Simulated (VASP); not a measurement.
# S (I4/mmm) in VASP: further runs

Runs on S. Level: r2SCAN. Tasks: single point.

Everything below comes from runs of VASP 6.6.1. Logs are shortened: lines on timing, memory, paths and dates and some standing lists are left out, and cuts for length are marked.

## Step 1: The cell of the first run

Symmetry: I4/mmm, No. 139, tetragonal system. The conventional cell has a = 2.654 Å, b = 2.654 Å, c = 4.504 Å, α = 90.00°, β = 90.00°, γ = 90.00°. S (site symmetry 4/mmm) has 12 S at 2.65 to 2.93 Å within 3.5 Å.

## Step 2: Single point, r2SCAN

The input, POSCAR:

```
S
1.0
    0.0000000000      1.8767555279      2.2521066335
    1.8767555279      0.0000000000      2.2521066335
    1.8767555279      1.8767555279      0.0000000000
S
1
Direct
    0.0000000000      0.0000000000      0.0000000000
```

The input, INCAR.step1:

```
SYSTEM = S
PREC = Accurate ; ENCUT = 520
ISMEAR = 0 ; SIGMA = 0.15
LREAL = .False. ; LASPH = .True.
NELM = 100 ; NBANDS = 9
GGA = PE ; ALGO = Normal
EDIFF = 1E-4 ; LWAVE = .True.
LCHARG = .False.
```

The input, INCAR.step2:

```
SYSTEM = S
PREC = Accurate ; ENCUT = 520
EDIFF = 1E-7 ; ISMEAR = 0
SIGMA = 0.15 ; LREAL = .False.
LASPH = .True. ; NELM = 100
ALGO = Normal ; ISIF = 2
LWAVE = .False. ; LCHARG = .True.
METAGGA = R2SCAN ; LMIXTAU = .True.
LELF = .True. ; LVHAR = .True.
NBANDS = 9 ; ISTART = 1
```

The input, KPOINTS:

```
Automatic mesh
0
Gamma
  22 22 22
  0 0 0
```

Potentials or basis: VASP PAW PBE potentials, release 64 (S).

Run with:

```
> cat potpaw_PBE.64/S/POTCAR > POTCAR
> cp INCAR.step1 INCAR
> mpirun -np 1 vasp_std > vasp.out
> cp INCAR.step2 INCAR
> mpirun -np 1 vasp_std > vasp.out
```

OUTCAR:

```text
SYSTEM = S
   PREC = Accurate
   ENCUT = 520
   EDIFF = 1E-7
   ISMEAR = 0
   LREAL = .False.
   LASPH = .True.
   NELM = 100
   ISIF = 2
   METAGGA = R2SCAN
   ISTART = 1

 ion  position               nearest neighbor table
   1  0.000  0.000  0.000-

  LATTYP: Found a body centered tetragonal cell.
 ALAT       =     2.6541331208
 C/A-ratio  =     1.6970562749

  Lattice vectors:

 A1 = (  -1.8767555279,   0.0000000000,   2.2521066335)
 A2 = (   1.8767555279,   0.0000000000,   2.2521066335)
 A3 = (   0.0000000000,   1.8767555279,  -2.2521066335)

Analysis of symmetry for initial positions (statically):
=====================================================================
 Subroutine PRICEL returns:
 Original cell was already a primitive cell.

 Routine SETGRP: Setting up the symmetry group for a
 body centered tetragonal supercell.

 Subroutine GETGRP returns: Found 16 space group operations
 (whereof 16 operations were pure point group operations)
 out of a pool of 16 trial point group operations.

The static configuration has the point symmetry D_4h.

Analysis of symmetry for dynamics (positions and initial velocities):
=====================================================================
 Subroutine PRICEL returns:
 Original cell was already a primitive cell.

 Routine SETGRP: Setting up the symmetry group for a
 body centered tetragonal supercell.

 Subroutine GETGRP returns: Found 16 space group operations
 (whereof 16 operations were pure point group operations)
 out of a pool of 16 trial point group operations.

The dynamic configuration has the point symmetry D_4h.

 Subroutine INISYM returns: Found 16 space group operations
 (whereof 16 operations are pure point group operations),
 and found     1 'primitive' translations

----------------------------------------------------------------------------------------

                                     Primitive cell

  volume of cell :      15.8648

  direct lattice vectors                    reciprocal lattice vectors
     0.000000000  1.876755528  2.252106633    -0.266417225  0.266417225  0.222014354
     1.876755528  0.000000000  2.252106633     0.266417225 -0.266417225  0.222014354
     1.876755528  1.876755528  0.000000000     0.266417225  0.266417225 -0.222014354

  length of vectors
     2.931585851  2.931585851  2.654133121     0.437317561  0.437317561  0.437317561

  position of ions in fractional coordinates (direct lattice)
     0.000000000  0.000000000  0.000000000

  ion indices of the primitive-cell ions
   primitive index   ion index
                 1           1

----------------------------------------------------------------------------------------

 KPOINTS: Automatic mesh

Automatic generation of k-mesh.
 Grid dimensions read from file:
 generate k-points for:   22   22   22

 Generating k-lattice:

  Cartesian coordinates                     Fractional coordinates (reciprocal lattice)
    -0.012109874  0.012109874  0.010091562     0.045454545  0.000000000  0.000000000
     0.012109874 -0.012109874  0.010091562     0.000000000  0.045454545  0.000000000
     0.012109874  0.012109874 -0.010091562     0.000000000  0.000000000  0.045454545

  Length of vectors
     0.019878071  0.019878071  0.019878071

  Shift w.r.t. Gamma in fractional coordinates (k-lattice)
     0.000000000  0.000000000  0.000000000

 Subroutine IBZKPT returns following result:
 ===========================================

 Found    834 irreducible k-points:

 Following reciprocal coordinates:
            Coordinates               Weight
  0.000000  0.000000  0.000000      1.000000
  0.045455  0.000000  0.000000      8.000000
  0.090909  0.000000  0.000000      8.000000
  0.136364  0.000000  0.000000      8.000000
  0.181818 -0.000000  0.000000      8.000000
  0.227273  0.000000  0.000000      8.000000
[... 16 lines left out ...]
  0.500000  0.045455  0.000000      8.000000
 -0.454545  0.045455  0.000000      8.000000
 [... further k-points ...]
   k-points           NKPTS =    834   k-points in BZ     NKDIM =    834   number of bands    NBANDS=      9
   number of dos      NEDOS =    301   number of ions     NIONS =      1
   total plane-waves  NPLWV =  11520
   dimension x,y,z NGX =    24 NGY =   24 NGZ =   20
   dimension x,y,z NGXF=    48 NGYF=   48 NGZF=   40
   ions per type =               1
   NGX,Y,Z   is equivalent  to a cutoff of  13.61, 13.61, 12.53 a.u.
   NGXF,Y,Z  is equivalent  to a cutoff of  27.22, 27.22, 25.05 a.u.
 SYSTEM =  S
   PREC   = accura    normal or accurate (medium, high low for compatibility)
   ISTART =      1    job   : 0-new  1-cont  2-samecut
   ICHARG =      0    charge: 1-file 2-atom 10-const
   ISPIN  =      1    spin polarized calculation?
   LNONCOLLINEAR =      F non collinear calculations
   LSORBIT =      F    spin-orbit coupling
   LASPH  =      T    aspherical Exc in radial PAW
   ENCUT  =  520.0 eV  38.22 Ry    6.18 a.u.   5.45  5.45  4.93*2*pi/ulx,y,z
   NELM   =    100;   NELMIN=  2; NELMDL=  0     # of ELM steps
   EDIFF  = 0.1E-06   stopping-criterion for ELM
   LREAL  =      F    real-space projection
   EDIFFG = 0.1E-05   stopping-criterion for IOM
   NSW    =      0    number of steps for IOM
   IBRION =     -1    ionic relax: 0-MD 1-quasi-New 2-CG
   NFREE  =      0    steps in history (QN), initial steepest desc. (CG)
   ISIF   =      2    stress and relaxation
   ISYM   =      2    0-nonsym 1-usesym 2-fastsym
   POTIM  = 0.5000    time-step for ionic-motion
   TEBEG  =    0.0;   TEEND  =   0.0 temperature during run
   PSTRESS=    0.0 pullay stress
   NELECT =       6.0000    total number of electrons
   NUPDOWN=      -1.0000    fix difference up-down
   EMIN   =  10.00;   EMAX   =-10.00  energy-range for DOS
   EFERMI =   0.00;   METHOD = LEGACY
   ISMEAR =     0;   SIGMA  =   0.15  broadening in eV -4-tet -1-fermi 0-gaus
   EFERMI_NEDOS =   21; number of points for ismear=-14 and -15
   IALGO  =     38    algorithm
   IMIX   =      4    mixing-type and parameters
     AMIX     =   0.40;   BMIX     =  1.00
     AMIX_MAG =   1.60;   BMIX_MAG =  1.00
  volume/ion in A,a.u.               =      15.86       107.06
  Fermi-wavevector in a.u.,A,eV,Ry     =   1.183897  2.237240 19.070080  1.401611
  Thomas-Fermi vector in A             =   2.320122
   LORBIT       =      0    0 simple, 1 ext, 2 COOP (PROOUT), +10 PAW based schemes
   METAGGA = R2SCAN    functional components
   LHFCALC =     F    Hartree Fock is set to
   AEXX    =    0.0000 exact exchange contribution
   IVDW    =     0    specifies the selected vdW correction
   LEPSILON=     F    determine dielectric tensor
   LRPA    =     F    only Hartree local field effects (RPA)
 non-spin polarized calculation
 Gauss-broadening in eV      SIGMA  =   0.15
  energy-cutoff  :      520.00
  volume of cell :       15.86
 maximum number of plane-waves:       440
 NGX is ok and might be reduce to    24
   NGX = 11   NGY = 11   NGZ =  9

 number of electron       6.0000000 magnetization

 Free energy of the ion-electron system (eV)
  ---------------------------------------------------
  ext. energy  EPLUGINS =         0.00000000
  ---------------------------------------------------
  free energy    TOTEN  =        -6.68534708 eV

  energy without entropy =       -6.67583712  energy(sigma->0) =       -6.68059210

 E-fermi :   7.3028     XC(G=0): -11.7601

 val. band max:        7.2993330600   @ k =  -0.4091   0.3182   0.1364
 cond. band min:       7.3039518870   @ k =   0.2727  -0.0000   0.2273
 fundamental gap:      0.0046188270
 Fermi energy:         7.3028127536

 k-point     1 :       0.0000    0.0000    0.0000
  band No.  band energies     occupation
      1     -10.2174      2.00000
      2       9.9858      0.00000
      3      10.8953      0.00000
      4      10.8953      0.00000
      5      18.4443      0.00000
      6      21.2328      0.00000
      7      21.3640      0.00000
      8      21.3640      0.00000
      9      23.2592      0.00000

 k-point     2 :       0.0455    0.0000    0.0000
  band No.  band energies     occupation
      1     -10.1656      2.00000
      2       9.8781      0.00000
      3      10.6210      0.00000
      4      10.8881      0.00000
      5      18.6074      0.00000
      6      21.0335      0.00000
      7      21.3588      0.00000
      8      21.4445      0.00000
      9      23.3901      0.00000

 k-point     3 :       0.0909    0.0000    0.0000
  band No.  band energies     occupation
      1     -10.0106      2.00000
      2       9.4180      0.00000
      3      10.0502      0.00000
      4      10.8684      0.00000
      5      18.9837      0.00000
      6      20.3387      0.00000
      7      21.6063      0.00000
      8      21.6771      0.00000
      9      23.8121      0.00000

 k-point     4 :       0.1364    0.0000    0.0000
  band No.  band energies     occupation
      1      -9.7543      2.00000
      2       8.3861      0.00000
      3       9.6312      0.00000
      4      10.8411      0.00000
      5      19.2831      0.00000
      6      19.5656      0.00000
      7      22.0308      0.00000
      8      22.0597      0.00000
      9      24.5320      0.00000
[... 205 lines left out ...]
 k-point    22 :       0.4545    0.0455    0.0000
  band No.  band energies     occupation
      1      -6.2703      2.00000
      2       0.2566      2.00000
      3       7.5236      0.03740
      4      10.6329      0.00000
      5      16.1632      0.00000
      6      19.3513      0.00000
      7      21.6580      0.00000
      8      26.9692      0.00000
      9      28.8471      0.00000

 k-point    23 :       0.5000    0.0455    0.0000
  band No.  band energies     occupation
      1      -5.9069      2.00000
      2      -0.2898      2.00000
      3       7.4576      0.14434
      4      10.7035      0.00000
      5      16.0241      0.00000
      6      19.4740      0.00000
      7      21.4317      0.00000
      8      26.7375      0.00000
      9      29.0523      0.00000

 k-point    24 :      -0.4545    0.0455    0.0000
  band No.  band energies     occupation
      1      -5.9057      2.00000
      2      -0.2965      2.00000
      3       7.4690      0.11722
      4      10.7747      0.00000
      5      16.0003      0.00000
      6      19.6085      0.00000
      7      21.3526      0.00000
      8      26.6179      0.00000
      9      28.7486      0.00000

 [... further k-points ...]
[... 5 lines left out ...]
  --------------------------------------------------------------------------------------
  -------------------------------------------------------------------------------------
  Total       -0.5290022     -0.5290022      1.2821071      0.0000000      0.0000000      0.0000000
  in kB      -53.4236736    -53.4236736    129.4793532      0.0000000      0.0000000      0.0000000
  external PRESSURE =       7.5440020 kB  Pullay stress =       0.0000000 kB

 VOLUME and BASIS-vectors are now :
 -----------------------------------------------------------------------------
  energy-cutoff  :      520.00
  volume of cell :       15.86
      direct lattice vectors                 reciprocal lattice vectors
     0.000000000  1.876755528  2.252106633    -0.266417225  0.266417225  0.222014354
     1.876755528  0.000000000  2.252106633     0.266417225 -0.266417225  0.222014354
     1.876755528  1.876755528  0.000000000     0.266417225  0.266417225 -0.222014354

 POSITION                                       TOTAL-FORCE (eV/Angst)
 -----------------------------------------------------------------------------------
      0.00000      0.00000      0.00000         0.000000      0.000000      0.000000
 -----------------------------------------------------------------------------------
    total drift:                                0.000000      0.000000      0.000000

  FREE ENERGIE OF THE ION-ELECTRON SYSTEM (eV)
  ---------------------------------------------------
  free  energy   TOTEN  =        -6.6853470830 eV

  energy  without entropy=       -6.6758371183  energy(sigma->0) =       -6.68059210
```

It took 6.3 min on 1 thread of AMD EPYC 9R45 (Zen 5), shared host; peak memory 0.17 GiB.

What came out:

```yaml
Free_energy: -6.6853 eV
Pressure: 0.8 GPa
Band_gap_on_the_k_mesh: zero (band 3 reaches 10.90 eV, above the bottom of band 4 at 4.21 eV)
```

Stress tensor (GPa, compression positive):
```
-5.34  0.00  0.00
 0.00 -5.34  0.00
 0.00  0.00 12.95
```

Caveat: the PAW data sets were made with another functional, which shifts forces and pressure a little.

(Part 1 of 2 ends here.)
